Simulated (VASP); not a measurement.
# Ca in VASP: notebook

Ca is run at these levels: LDA; tasks: single point.

Everything below comes from runs of VASP 6.6.1. Logs are shortened: lines on timing, memory, paths and dates and some standing lists are left out, and cuts for length are marked.

## (1) The cell of the first run

The cell holds a slab with vacuum, 5 atoms: a = 3.775 Å, b = 3.775 Å, c = 27.329 Å, α = 90.00°, β = 90.00°, γ = 120.00°.

## (2) Single point, LDA

Contents of INCAR:

```
SYSTEM = Ca
ALGO = Fast ; DIPOL = 0.5 0.5 0.500
EDIFF = 1E-6 ; ENCUT = 520
IDIPOL = 3 ; ISIF = 2
ISMEAR = 0 ; LASPH = .True.
LCHARG = .True. ; LDIPOL = .True.
LELF = .True. ; LREAL = .False.
LVACPOTAV = .True. ; LVHAR = .True.
LWAVE = .False. ; NBANDS = 33
NELM = 100 ; PREC = Accurate
SIGMA = 0.1
```

Contents of KPOINTS:

```
k-points
0
Gamma
  9 9 1
  0 0 0
```

Contents of POSCAR:

```
Ca
1.0
    3.7750735677      0.0000000000      0.0000000000
   -1.8875367839      3.2693096108      0.0000000000
    0.0000000000      0.0000000000     27.3293386431
Ca
5
Direct
    0.6666666667      0.3333333333      0.2744303511
    0.3333333333      0.6666666667      0.3872151756
    0.0000000000      0.0000000000      0.5000000000
    0.6666666667      0.3333333333      0.6127848244
    0.3333333333      0.6666666667      0.7255696489
```

Potentials or basis: VASP PAW LDA potentials, release 64 (Ca_sv).

Command:

```
> cat potpaw_LDA.64/Ca_sv/POTCAR > POTCAR
> mpirun -np 1 vasp_std > vasp.out
```

OUTCAR:

```text
SYSTEM = Ca
   EDIFF = 1E-6
   ENCUT = 520
   ISIF = 2
   ISMEAR = 0
   LASPH = .True.
   LREAL = .False.
   NELM = 100
   PREC = Accurate

 ion  position               nearest neighbor table
   1  0.667  0.333  0.274-
   2  0.333  0.667  0.387-
   3  0.000  0.000  0.500-
   4  0.667  0.333  0.613-
   5  0.333  0.667  0.726-

  LATTYP: Found a hexagonal cell.
 ALAT       =     3.7750735677
 C/A-ratio  =     7.2394188227

  Lattice vectors:

 A1 = (   3.7750735677,   0.0000000000,   0.0000000000)
 A2 = (  -1.8875367839,   3.2693096108,   0.0000000000)
 A3 = (   0.0000000000,   0.0000000000,  27.3293386431)

Analysis of symmetry for initial positions (statically):
=====================================================================
 Subroutine PRICEL returns:
 Original cell was already a primitive cell.

 Routine SETGRP: Setting up the symmetry group for a
 hexagonal supercell.

 Subroutine GETGRP returns: Found 12 space group operations
 (whereof 12 operations were pure point group operations)
 out of a pool of 24 trial point group operations.

The static configuration has the point symmetry D_3d.

Analysis of symmetry for dynamics (positions and initial velocities):
=====================================================================
 Subroutine PRICEL returns:
 Original cell was already a primitive cell.

 Routine SETGRP: Setting up the symmetry group for a
 hexagonal supercell.

 Subroutine GETGRP returns: Found 12 space group operations
 (whereof 12 operations were pure point group operations)
 out of a pool of 24 trial point group operations.

The dynamic configuration has the point symmetry D_3d.

 Subroutine INISYM returns: Found 12 space group operations
 (whereof 12 operations are pure point group operations),
 and found     1 'primitive' translations

----------------------------------------------------------------------------------------

                                     Primitive cell

  volume of cell :     337.2955

  direct lattice vectors                    reciprocal lattice vectors
     3.775073568  0.000000000  0.000000000     0.264895500  0.152937488  0.000000000
    -1.887536784  3.269309611  0.000000000     0.000000000  0.305874976  0.000000000
     0.000000000  0.000000000 27.329338643     0.000000000  0.000000000  0.036590713

  length of vectors
[... 80 lines left out ...]
   NFREE  =      0    steps in history (QN), initial steepest desc. (CG)
   ISIF   =      2    stress and relaxation
   ISYM   =      2    0-nonsym 1-usesym 2-fastsym
   POTIM  = 0.5000    time-step for ionic-motion
   TEBEG  =    0.0;   TEEND  =   0.0 temperature during run
   PSTRESS=    0.0 pullay stress
   NELECT =      50.0000    total number of electrons
   NUPDOWN=      -1.0000    fix difference up-down
   EMIN   =  10.00;   EMAX   =-10.00  energy-range for DOS
   EFERMI =   0.00;   METHOD = LEGACY
   ISMEAR =     0;   SIGMA  =   0.10  broadening in eV -4-tet -1-fermi 0-gaus
   EFERMI_NEDOS =   21; number of points for ismear=-14 and -15
   IALGO  =     68    algorithm
   IMIX   =      4    mixing-type and parameters
     AMIX     =   0.40;   BMIX     =  1.00
     AMIX_MAG =   1.60;   BMIX_MAG =  1.00
  volume/ion in A,a.u.               =      67.46       455.24
  Fermi-wavevector in a.u.,A,eV,Ry     =   0.866419  1.637295 10.213647  0.750682
  Thomas-Fermi vector in A             =   1.984805
   LORBIT       =      0    0 simple, 1 ext, 2 COOP (PROOUT), +10 PAW based schemes
   GGA     = CA    functional components
   LHFCALC =     F    Hartree Fock is set to
   AEXX    =    0.0000 exact exchange contribution
   IVDW    =     0    specifies the selected vdW correction
   LEPSILON=     F    determine dielectric tensor
   LRPA    =     F    only Hartree local field effects (RPA)
 non-spin polarized calculation
 RMM-DIIS sequential band-by-band and
 Gauss-broadening in eV      SIGMA  =   0.10
  energy-cutoff  :      520.00
  volume of cell :      337.30
 maximum number of plane-waves:      9133
 NGX is ok and might be reduce to    28
   NGX = 13   NGY = 13   NGZ =101

 dipolmoment           0.000000      0.000000      0.000000 electrons x Angstroem

 number of electron      49.9999998 magnetization

 dipolmoment           0.000000      0.000000     -0.000000 electrons x Angstroem

 Free energy of the ion-electron system (eV)
  ---------------------------------------------------
  ext. energy  EPLUGINS =         0.00000000
  ---------------------------------------------------
  free energy    TOTEN  =       -10.16555050 eV

  energy without entropy =      -10.11834038  energy(sigma->0) =      -10.14194544

 E-fermi :   0.0434     XC(G=0):  -5.3292

 val. band max:        0.0110284464   @ k =   0.1111   0.0000   0.0000
 cond. band min:       0.0446485862   @ k =   0.3333   0.1111   0.0000
 fundamental gap:      0.0336201398
 Fermi energy:         0.0433685750

 k-point     1 :       0.0000    0.0000    0.0000
  band No.  band energies     occupation
      1     -41.7407      2.00000
      2     -41.7407      2.00000
      3     -41.3154      2.00000
      4     -41.2979      2.00000
      5     -41.2939      2.00000
      6     -23.0943      2.00000
[... 421 lines left out ...]
     32       0.9065      0.00000
     33       1.2362      0.00000

------------------------ aborting loop because EDIFF is reached ----------------------------------------

  FORCE on cell =-STRESS in cart. coord.  units (eV):
  Direction    XX          YY          ZZ          XY          YZ          ZX
  --------------------------------------------------------------------------------------
  -------------------------------------------------------------------------------------
  Total        0.1055248      0.1055248     -0.6109193     -0.0000000     -0.0000000     -0.0000000
  in kB        0.5012501      0.5012501     -2.9019094     -0.0000000     -0.0000000     -0.0000000
  external PRESSURE =      -0.6331364 kB  Pullay stress =       0.0000000 kB

 VOLUME and BASIS-vectors are now :
 -----------------------------------------------------------------------------
  energy-cutoff  :      520.00
  volume of cell :      337.30
      direct lattice vectors                 reciprocal lattice vectors
     3.775073568  0.000000000  0.000000000     0.264895500  0.152937488  0.000000000
    -1.887536784  3.269309611  0.000000000     0.000000000  0.305874976  0.000000000
     0.000000000  0.000000000 27.329338643     0.000000000  0.000000000  0.036590713

 POSITION                                       TOTAL-FORCE (eV/Angst)
 -----------------------------------------------------------------------------------
      1.88754      1.08977      7.50000        -0.000000      0.000000      0.083051
     -0.00000      2.17954     10.58233        -0.000000     -0.000000     -0.072832
      0.00000      0.00000     13.66467        -0.000000      0.000000      0.000000
      1.88754      1.08977     16.74700        -0.000000      0.000000      0.072832
     -0.00000      2.17954     19.82934         0.000000      0.000000     -0.083051
 -----------------------------------------------------------------------------------
    total drift:                                0.000000     -0.000000      0.000000

  FREE ENERGIE OF THE ION-ELECTRON SYSTEM (eV)
  ---------------------------------------------------
  free  energy   TOTEN  =       -10.1655504959 eV

  energy  without entropy=      -10.1183403800  energy(sigma->0) =      -10.14194544

 vacuum level on the upper side and lower side of the slab         3.125         3.125
```

stdout:

```text
POSCAR found type information on POSCAR Ca
 POSCAR found :  1 types and       5 ions
 scaLAPACK will be used
 LDA part: xc-table for (Slater(with rela. corr.)+CA(PZ))
 , standard interpolation
 POSCAR, INCAR and KPOINTS ok, starting setup
 FFT: planning ... GRIDC
 FFT: planning ... GRID_SOFT
 FFT: planning ... GRID
 WAVECAR not read
 entering main loop
 -----------------------------------------------------------------------------
|                                                                             |
|           W    W    AA    RRRRR   N    N  II  N    N   GGGG   !!!           |
|           W    W   A  A   R    R  NN   N  II  NN   N  G    G  !!!           |
|           W    W  A    A  R    R  N N  N  II  N N  N  G       !!!           |
|           W WW W  AAAAAA  RRRRR   N  N N  II  N  N N  G  GGG   !            |
|           WW  WW  A    A  R   R   N   NN  II  N   NN  G    G                |
|           W    W  A    A  R    R  N    N  II  N    N   GGGG   !!!           |
|                                                                             |
|     Did not find any points to average over, which means that no vacuum     |
|     field-free region was found. Please increase the size of  your cell     |
|     in the dimension of the dipole correction to obtain accurate            |
|     workfunction values.                                                    |
|                                                                             |
 -----------------------------------------------------------------------------
```

It took 5.5 min on 1 thread of Intel Xeon 6975P-C, shared host; peak memory 0.35 GiB.

What came out:

```yaml
Free_energy: -10.1656 eV
Largest_force: 0.083 eV/Å
Band_gap_on_the_k_mesh: zero (band 25 reaches 0.14 eV, above the bottom of band 26 at -0.02 eV)
```

Forces on the atoms (eV/Å):
```
Ca   0.000  0.000  0.083
Ca   0.000  0.000 -0.073
Ca   0.000  0.000  0.000
Ca   0.000  0.000  0.073
Ca   0.000  0.000 -0.083
```

[end of part 1 of 2]
